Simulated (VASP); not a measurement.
# Zn (P6_3/mmc) in VASP: notebook, part 2 of 3

VASP 6.6.1.

### 3 Electric field gradients, PBE (14.91 Å³/atom)

This run uses another cell than the first one, of 14.91 Å³/atom.

The input, INCAR:

```
SYSTEM = Zn
ALGO = Normal
EDIFF = 1E-8
ENCUT = 520
GGA = PE
ISIF = 2
ISMEAR = -1
LASPH = .TRUE.
LCHARG = .FALSE.
LEFG = .TRUE.
LREAL = .FALSE.
LWAVE = .FALSE.
NBANDS = 19
NELM = 100
PREC = Accurate
SIGMA = 0.03
```

The input, KPOINTS:

```
k-points
0
G
  16 16 8
  0 0 0
```

The input, POSCAR:

```
Zn
1.0
    2.6469129636      0.0000000000      0.0000000000
   -1.3234564818      2.2922938681      0.0000000000
    0.0000000000      0.0000000000      4.9134996708
Zn
2
Direct
    0.3333333333      0.6666666667      0.2500000000
    0.6666666667      0.3333333333      0.7500000000
```

Potentials or basis: VASP PAW PBE potentials, release 64 (Zn).

Command:

```console
$ cat potpaw_PBE.64/Zn/POTCAR > POTCAR
$ mpirun -np 1 vasp_std > vasp.out
```

OUTCAR:

```text
SYSTEM = Zn
   EDIFF = 1E-8
   ENCUT = 520
   GGA = PE
   ISIF = 2
   ISMEAR = -1
   LASPH = .TRUE.
   LREAL = .FALSE.
   NELM = 100
   PREC = Accurate

 ion  position               nearest neighbor table
   1  0.333  0.667  0.250-   2 2.89   2 2.89   2 2.89   2 2.89   2 2.89   2 2.89
   2  0.667  0.333  0.750-   1 2.89   1 2.89   1 2.89   1 2.89   1 2.89   1 2.89

  LATTYP: Found a hexagonal cell.
 ALAT       =     2.6469129636
 C/A-ratio  =     1.8563132745

  Lattice vectors:

 A1 = (   2.6469129636,   0.0000000000,   0.0000000000)
 A2 = (  -1.3234564818,   2.2922938681,   0.0000000000)
 A3 = (   0.0000000000,   0.0000000000,   4.9134996708)

Analysis of symmetry for initial positions (statically):
=====================================================================
 Subroutine PRICEL returns:
 Original cell was already a primitive cell.

 Routine SETGRP: Setting up the symmetry group for a
 hexagonal supercell.

 Subroutine GETGRP returns: Found 24 space group operations
 (whereof 12 operations were pure point group operations)
 out of a pool of 24 trial point group operations.

The static configuration has the point symmetry D_3d.
 The point group associated with its full space group is D_6h.

Analysis of symmetry for dynamics (positions and initial velocities):
=====================================================================
 Subroutine PRICEL returns:
 Original cell was already a primitive cell.

 Routine SETGRP: Setting up the symmetry group for a
 hexagonal supercell.

 Subroutine GETGRP returns: Found 24 space group operations
 (whereof 12 operations were pure point group operations)
 out of a pool of 24 trial point group operations.

The dynamic configuration has the point symmetry D_3d.
 The point group associated with its full space group is D_6h.

 Subroutine INISYM returns: Found 24 space group operations
 (whereof 12 operations are pure point group operations),
 and found     1 'primitive' translations

----------------------------------------------------------------------------------------

                                     Primitive cell

  volume of cell :      29.8127

  direct lattice vectors                    reciprocal lattice vectors
     2.646912964  0.000000000  0.000000000     0.377798595  0.218122121  0.000000000
    -1.323456482  2.292293868  0.000000000     0.000000000  0.436244242  0.000000000
     0.000000000  0.000000000  4.913499671     0.000000000  0.000000000  0.203520925

  length of vectors
     2.646912964  2.646912964  4.913499671     0.436244242  0.436244242  0.203520925

  position of ions in fractional coordinates (direct lattice)
     0.333333333  0.666666667  0.250000000
     0.666666667  0.333333333  0.750000000

  ion indices of the primitive-cell ions
   primitive index   ion index
                 1           1
                 2           2

[... 76 lines left out ...]
   NFREE  =      0    steps in history (QN), initial steepest desc. (CG)
   ISIF   =      2    stress and relaxation
   ISYM   =      2    0-nonsym 1-usesym 2-fastsym
   POTIM  = 0.5000    time-step for ionic-motion
   TEBEG  =    0.0;   TEEND  =   0.0 temperature during run
   PSTRESS=    0.0 pullay stress
   NELECT =      24.0000    total number of electrons
   NUPDOWN=      -1.0000    fix difference up-down
   EMIN   =  10.00;   EMAX   =-10.00  energy-range for DOS
   EFERMI =   0.00;   METHOD = LEGACY
   ISMEAR =    -1;   SIGMA  =   0.03  broadening in eV -4-tet -1-fermi 0-gaus
   EFERMI_NEDOS =   21; number of points for ismear=-14 and -15
   IALGO  =     38    algorithm
   IMIX   =      4    mixing-type and parameters
     AMIX     =   0.40;   BMIX     =  1.00
     AMIX_MAG =   1.60;   BMIX_MAG =  1.00
  volume/ion in A,a.u.               =      14.91       100.59
  Fermi-wavevector in a.u.,A,eV,Ry     =   1.522924  2.877909 31.555966  2.319298
  Thomas-Fermi vector in A             =   2.631437
   LORBIT       =      0    0 simple, 1 ext, 2 COOP (PROOUT), +10 PAW based schemes
   GGA     = PE    functional components
   LHFCALC =     F    Hartree Fock is set to
   AEXX    =    0.0000 exact exchange contribution
   IVDW    =     0    specifies the selected vdW correction
   LEPSILON=     F    determine dielectric tensor
   LRPA    =     F    only Hartree local field effects (RPA)
 non-spin polarized calculation
  energy-cutoff  :      520.00
  volume of cell :       29.81
 maximum number of plane-waves:       825
 NGX is ok and might be reduce to    20
   NGX =  9   NGY =  9   NGZ = 19

 number of electron      24.0000013 magnetization

 Free energy of the ion-electron system (eV)
  ---------------------------------------------------
  ext. energy  EPLUGINS =         0.00000000
  ---------------------------------------------------
  free energy    TOTEN  =        -2.22398117 eV

  energy without entropy =       -2.22360809  energy(sigma->0) =       -2.22379463

 E-fermi :   3.3227     XC(G=0): -11.6579

 val. band max:        3.2190704808   @ k =   0.3750   0.2500   0.5000
 cond. band min:       3.3622535704   @ k =   0.3750   0.0625   0.0000
 fundamental gap:      0.1431830896
 Fermi energy:         3.3226637631

 k-point     1 :       0.0000    0.0000    0.0000
  band No.  band energies     occupation
      1      -7.3061      2.00000
      2      -5.4451      2.00000
      3      -4.7197      2.00000
      4      -4.4805      2.00000
      5      -4.4805      2.00000
      6      -4.4284      2.00000
[... 505 lines left out ...]
      6      -4.4334      2.00000
[... 11 lines left out ...]
     18      14.5142      0.00000
     19      15.8420      0.00000

 [... further k-points ...]

------------------------ aborting loop because EDIFF is reached ----------------------------------------

  FORCE on cell =-STRESS in cart. coord.  units (eV):
  Direction    XX          YY          ZZ          XY          YZ          ZX
  --------------------------------------------------------------------------------------
  -------------------------------------------------------------------------------------
  Total        0.3364236      0.3364236      0.1277794      0.0000000     -0.0000000      0.0000000
  in kB       18.0799048     18.0799048      6.8670538      0.0000000     -0.0000000      0.0000000
  external PRESSURE =      14.3422878 kB  Pullay stress =       0.0000000 kB

 VOLUME and BASIS-vectors are now :
 -----------------------------------------------------------------------------
  energy-cutoff  :      520.00
  volume of cell :       29.81
      direct lattice vectors                 reciprocal lattice vectors
     2.646912964  0.000000000  0.000000000     0.377798595  0.218122121  0.000000000
    -1.323456482  2.292293868  0.000000000     0.000000000  0.436244242  0.000000000
     0.000000000  0.000000000  4.913499671     0.000000000  0.000000000  0.203520925

 POSITION                                       TOTAL-FORCE (eV/Angst)
 -----------------------------------------------------------------------------------
     -0.00000      1.52820      1.22837        -0.000000      0.000000      0.000000
      1.32346      0.76410      3.68512         0.000000     -0.000000     -0.000000
 -----------------------------------------------------------------------------------
    total drift:                               -0.000000      0.000000      0.000000

  FREE ENERGIE OF THE ION-ELECTRON SYSTEM (eV)
  ---------------------------------------------------
  free  energy   TOTEN  =        -2.2239811718 eV

  energy  without entropy=       -2.2236080899  energy(sigma->0) =       -2.22379463

 Electric field gradients (V/A^2)
---------------------------------------------------------------------
 ion       V_xx      V_yy      V_zz      V_xy      V_xz      V_yz
---------------------------------------------------------------------
   1     -19.641   -19.637    39.277     0.004     0.000    -0.000
   2     -19.641   -19.637    39.277     0.004    -0.000     0.000
---------------------------------------------------------------------

 Electric field gradients after diagonalization (V/A^2)
 (convention: |V_zz| > |V_xx| > |V_yy|)
----------------------------------------------------------------------
 ion       V_xx      V_yy      V_zz     asymmetry (V_yy - V_xx)/ V_zz
----------------------------------------------------------------------
   1     -19.643   -19.634    39.277       0.000
   2     -19.643   -19.634    39.277       0.000
----------------------------------------------------------------------

           NMR quadrupolar parameters

 Cq : quadrupolar parameter    Cq=e*Q*V_zz/h
 eta: asymmetry parameters     (V_yy - V_xx)/ V_zz
 Q  : nuclear electric quadrupole moment in mb (millibarn)
----------------------------------------------------------------------
 ion       Cq(MHz)       eta       Q (mb)
----------------------------------------------------------------------
   1       0.095       0.000       1.000
   2       0.095       0.000       1.000
----------------------------------------------------------------------
```

OSZICAR:

```text
N       E                     dE             d eps       ncg     rms          rms(c)
DAV:   1     0.113279969727E+03    0.11328E+03   -0.12386E+04  5932   0.201E+03
DAV:   2     0.272637216067E+01   -0.11055E+03   -0.10688E+03  5733   0.297E+02
DAV:   3    -0.241309795261E+01   -0.51395E+01   -0.51203E+01  6402   0.703E+01
DAV:   4    -0.244340061001E+01   -0.30303E-01   -0.30296E-01  6307   0.557E+00
DAV:   5    -0.244343836821E+01   -0.37758E-04   -0.37758E-04  6239   0.178E-01    0.415E+00
DAV:   6    -0.223820225042E+01    0.20524E+00   -0.79619E-01  6361   0.190E+01    0.310E+00
DAV:   7    -0.222862406087E+01    0.95782E-02   -0.26981E-02  7239   0.277E+00    0.159E+00
DAV:   8    -0.222397073641E+01    0.46533E-02   -0.17482E-03  7866   0.644E-01    0.471E-02
DAV:   9    -0.222397834679E+01   -0.76104E-05   -0.22463E-04  7664   0.191E-01    0.351E-02
DAV:  10    -0.222398169780E+01   -0.33510E-05   -0.21229E-05  6046   0.532E-02    0.290E-03
DAV:  11    -0.222398150981E+01    0.18799E-06   -0.94570E-08  6905   0.380E-03    0.176E-03
DAV:  12    -0.222398115250E+01    0.35732E-06   -0.24877E-08  6130   0.293E-03    0.945E-05
DAV:  13    -0.222398116677E+01   -0.14271E-07   -0.36645E-09  3425   0.513E-04    0.463E-05
DAV:  14    -0.222398117183E+01   -0.50582E-08   -0.10196E-10  3192   0.141E-04
   1 F= -.22239812E+01 E0= -.22237946E+01  d E =-.373082E-03
```

Wall time 2 min (1 thread of Intel Xeon 8259CL, shared host); peak memory 0.19 GiB.

Results:

```
Free energy                             : -2.2240 eV
Pressure                                : 1.4 GPa
Band gap on the k mesh                  : zero (bands 12 and 13 overlap by 4.32 eV)
Largest electric field gradient by atom : Zn +39.3 V/Å²
```

Stress tensor (GPa, compression positive):
```
1.81 0.00 0.00
0.00 1.81 0.00
0.00 0.00 0.69
```

Levels at points of the mesh, in eV from the Fermi level:
```
           k point  band 8  band 9  band 10  band 11  band 12  band 13  band 14  band 15  band 16  band 17
(0.00, 0.00, 0.00)   -7.41   -7.41    -7.20    -7.20    -3.80    -3.09    13.74    17.40    17.63    17.63
(0.50, 0.00, 0.00)   -7.21   -7.01    -6.99    -2.97    -2.24     2.61     3.50     4.15     5.69    10.20
(0.00, 0.00, 0.50)   -7.76   -7.29    -7.29    -7.29    -7.29     4.59     4.59    18.94    18.94    18.94
(0.50, 0.00, 0.50)   -7.22   -7.00    -7.00    -1.99    -1.99     0.10     0.10    10.20    10.20    12.04
```

Electric field gradients, principal values (V/Å²):
```tsv
atom	least	middle	greatest (by size)
1 Zn	-19.634	-19.643	39.277
2 Zn	-19.634	-19.643	39.277
```

Caveat: without QUAD_EFG the Cq values of the log hold for a quadrupole moment of 1 mb, not for the nuclei.

### 4 Electric field gradients, PBE

This run uses another cell than the first one, of 15.21 Å³/atom.

The input, INCAR:

```
SYSTEM = Zn
ALGO = Normal ; EDIFF = 1E-8
ENCUT = 520 ; GGA = PE
ISIF = 2 ; ISMEAR = -1
LASPH = .TRUE. ; LCHARG = .FALSE.
LEFG = .TRUE. ; LREAL = .FALSE.
LWAVE = .FALSE. ; NBANDS = 19
NELM = 60 ; PREC = Accurate
SIGMA = 0.03
```

KPOINTS is that of step 3.

The input, POSCAR:

```
Zn
1.0
    2.6647980532      0.0000000000      0.0000000000
   -1.3323990266      2.3077828100      0.0000000000
    0.0000000000      0.0000000000      4.9467000000
Zn
2
Direct
    0.3333333333      0.6666666667      0.2500000000
    0.6666666667      0.3333333333      0.7500000000
```

Potentials or basis: VASP PAW PBE potentials, release 64 (Zn).

Command:

```console
$ cat potpaw_PBE.64/Zn/POTCAR > POTCAR
$ mpirun -np 1 vasp_std > vasp.out
```

OUTCAR:

```text
SYSTEM = Zn
   EDIFF = 1E-8
   ENCUT = 520
   GGA = PE
   ISIF = 2
   ISMEAR = -1
   LASPH = .TRUE.
   LREAL = .FALSE.
   NELM = 60
   PREC = Accurate

 ion  position               nearest neighbor table
   1  0.333  0.667  0.250-   2 2.91   2 2.91   2 2.91   2 2.91   2 2.91   2 2.91
   2  0.667  0.333  0.750-   1 2.91   1 2.91   1 2.91   1 2.91   1 2.91   1 2.91

  LATTYP: Found a hexagonal cell.
 ALAT       =     2.6647980532
 C/A-ratio  =     1.8563132745

  Lattice vectors:

 A1 = (   2.6647980532,   0.0000000000,   0.0000000000)
 A2 = (  -1.3323990266,   2.3077828100,   0.0000000000)
 A3 = (   0.0000000000,   0.0000000000,   4.9467000000)

Analysis of symmetry for initial positions (statically):
=====================================================================
 Subroutine PRICEL returns:
 Original cell was already a primitive cell.

 Routine SETGRP: Setting up the symmetry group for a
 hexagonal supercell.

 Subroutine GETGRP returns: Found 24 space group operations
 (whereof 12 operations were pure point group operations)
 out of a pool of 24 trial point group operations.

The static configuration has the point symmetry D_3d.
 The point group associated with its full space group is D_6h.

Analysis of symmetry for dynamics (positions and initial velocities):
=====================================================================
 Subroutine PRICEL returns:
 Original cell was already a primitive cell.

 Routine SETGRP: Setting up the symmetry group for a
 hexagonal supercell.

 Subroutine GETGRP returns: Found 24 space group operations
 (whereof 12 operations were pure point group operations)
[... 159 lines left out ...]
  band No.  band energies     occupation
      1      -7.2896      2.00000
      2      -5.4970      2.00000
      3      -4.8031      2.00000
      4      -4.5729      2.00000
      5      -4.5729      2.00000
      6      -4.5230      2.00000
[... 505 lines left out ...]
      6      -4.5211      2.00000
[... 11 lines left out ...]
     18      14.1792      0.00000
     19      15.5798      0.00000

 [... further k-points ...]

------------------------ aborting loop because EDIFF is reached ----------------------------------------

  FORCE on cell =-STRESS in cart. coord.  units (eV):
  Direction    XX          YY          ZZ          XY          YZ          ZX
  --------------------------------------------------------------------------------------
  -------------------------------------------------------------------------------------
  Total        0.0049799      0.0049799     -0.0955158      0.0000000      0.0000000      0.0000000
  in kB        0.2622770      0.2622770     -5.0304981      0.0000000      0.0000000      0.0000000
  external PRESSURE =      -1.5019813 kB  Pullay stress =       0.0000000 kB

 VOLUME and BASIS-vectors are now :
 -----------------------------------------------------------------------------
  energy-cutoff  :      520.00
  volume of cell :       30.42
      direct lattice vectors                 reciprocal lattice vectors
     2.664798053  0.000000000  0.000000000     0.375262958  0.216658170  0.000000000
    -1.332399027  2.307782810  0.000000000     0.000000000  0.433316340  0.000000000
     0.000000000  0.000000000  4.946700000     0.000000000  0.000000000  0.202154972

 POSITION                                       TOTAL-FORCE (eV/Angst)
 -----------------------------------------------------------------------------------
     -0.00000      1.53852      1.23667         0.000000     -0.000000      0.000000
      1.33240      0.76926      3.71002        -0.000000      0.000000      0.000000
 -----------------------------------------------------------------------------------
    total drift:                               -0.000000      0.000000      0.000000

  FREE ENERGIE OF THE ION-ELECTRON SYSTEM (eV)
  ---------------------------------------------------
  free  energy   TOTEN  =        -2.2263667271 eV

  energy  without entropy=       -2.2259044609  energy(sigma->0) =       -2.22613559

 Electric field gradients (V/A^2)
---------------------------------------------------------------------
 ion       V_xx      V_yy      V_zz      V_xy      V_xz      V_yz
---------------------------------------------------------------------
   1     -18.974   -18.967    37.941     0.006     0.000    -0.000
   2     -18.974   -18.967    37.941     0.006    -0.000     0.000
---------------------------------------------------------------------

 Electric field gradients after diagonalization (V/A^2)
 (convention: |V_zz| > |V_xx| > |V_yy|)
----------------------------------------------------------------------
 ion       V_xx      V_yy      V_zz     asymmetry (V_yy - V_xx)/ V_zz
----------------------------------------------------------------------
   1     -18.977   -18.964    37.941       0.000
   2     -18.977   -18.964    37.941       0.000
----------------------------------------------------------------------

           NMR quadrupolar parameters

 Cq : quadrupolar parameter    Cq=e*Q*V_zz/h
 eta: asymmetry parameters     (V_yy - V_xx)/ V_zz
 Q  : nuclear electric quadrupole moment in mb (millibarn)
----------------------------------------------------------------------
 ion       Cq(MHz)       eta       Q (mb)
----------------------------------------------------------------------
   1       0.092       0.000       1.000
   2       0.092       0.000       1.000
----------------------------------------------------------------------
```

OSZICAR:

```text
N       E                     dE             d eps       ncg     rms          rms(c)
DAV:   1     0.114605807089E+03    0.11461E+03   -0.12352E+04  5876   0.200E+03
DAV:   2     0.287435853918E+01   -0.11173E+03   -0.10769E+03  5733   0.298E+02
DAV:   3    -0.240360361138E+01   -0.52780E+01   -0.52582E+01  6430   0.707E+01
DAV:   4    -0.243520149990E+01   -0.31598E-01   -0.31590E-01  6302   0.564E+00
DAV:   5    -0.243524166208E+01   -0.40162E-04   -0.40162E-04  6254   0.183E-01    0.396E+00
DAV:   6    -0.223951259883E+01    0.19573E+00   -0.77192E-01  6345   0.185E+01    0.299E+00
DAV:   7    -0.223070602282E+01    0.88066E-02   -0.26017E-02  7160   0.270E+00    0.154E+00
DAV:   8    -0.222635287986E+01    0.43531E-02   -0.17697E-03  7799   0.634E-01    0.470E-02
DAV:   9    -0.222636363907E+01   -0.10759E-04   -0.22035E-04  7650   0.187E-01    0.353E-02
DAV:  10    -0.222636722613E+01   -0.35871E-05   -0.20132E-05  6052   0.508E-02    0.283E-03
DAV:  11    -0.222636704935E+01    0.17678E-06   -0.95470E-08  7014   0.415E-03    0.173E-03
DAV:  12    -0.222636670080E+01    0.34855E-06   -0.23753E-08  5780   0.268E-03    0.952E-05
DAV:  13    -0.222636671974E+01   -0.18939E-07   -0.42009E-09  3440   0.551E-04    0.568E-05
DAV:  14    -0.222636672715E+01   -0.74065E-08   -0.15516E-10  3126   0.246E-04
   1 F= -.22263667E+01 E0= -.22261356E+01  d E =-.462266E-03
```

It took 1.9 min on 1 thread of Intel Xeon 8259CL, shared host; peak memory 0.19 GiB.

Results:

* Free energy: -2.2264 eV
* Pressure: -0.2 GPa
* Band gap on the k mesh: zero (bands 12 and 13 overlap by 4.31 eV)
* Largest electric field gradient by atom: Zn +37.9 V/Å²

Electric field gradients, principal values (V/Å²):
```
atom    least   middle  greatest (by size)
1 Zn  -18.964  -18.977              37.941
2 Zn  -18.964  -18.977              37.941
```

Caveat: without QUAD_EFG the Cq values of the log hold for a quadrupole moment of 1 mb, not for the nuclei.

(Continued in part 3 of 3.)
